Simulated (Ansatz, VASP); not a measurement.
## One calculation of CdGa2O3, two programs

```
CELL_PARAMETERS angstrom
3.02730 0.00000 0.00000
0.00000 3.02730 0.00000
0.00000 0.00000 9.05074
ATOMIC_POSITIONS crystal
Cd 0.00000 0.00000 0.00000
Ga 0.00000 0.00000 0.33426
Ga 0.00000 0.00000 0.66574
O 0.50000 0.50000 0.18374
O 0.50000 0.50000 0.50000
O 0.50000 0.50000 0.81625
```

Change from the starting cell: species swapped into the Al3Ni2Pt type (P4/mmm, No. 123).

Alike in both runs: task relaxation of cell and atoms; functional PBE; k mesh 6 × 6 × 2; occupations gaussian, width 0.1 eV; no spin polarisation.

|  | VASP | Ansatz |
| --- | --- | --- |
| version | VASP 6.6.1 | Ansatz 0.2.0 |
| potentials or method | VASP PAW PBE potentials, release 64 (Cd, Ga_d, O), cutoff 600 eV | scalar-relativistic, plane waves, PAW |
| valence electrons in the cell | 56 | 64 |

Ansatz gave:

| Property | Result |
| --- | --- |
| gap on the k mesh at the Fermi level, each at its own relaxed structure (eV) | none |
| relaxed volume (Å³/atom) | 11.82 |
| relaxed cell length with the largest relative difference (Å) | 2.874 |

Problem. What did VASP give for the same quantities?

Solution. gap on the k mesh at the Fermi level, each at its own relaxed structure (eV): none; relaxed volume (Å³/atom): 11.87; relaxed cell length with the largest relative difference (Å): 2.881.

A gap of «none» marks a metal or a gap that the smearing closes. VASP's potentials hold 56 valence electrons a cell and Ansatz's 64, so a difference there can come from the potentials and not from the codes.
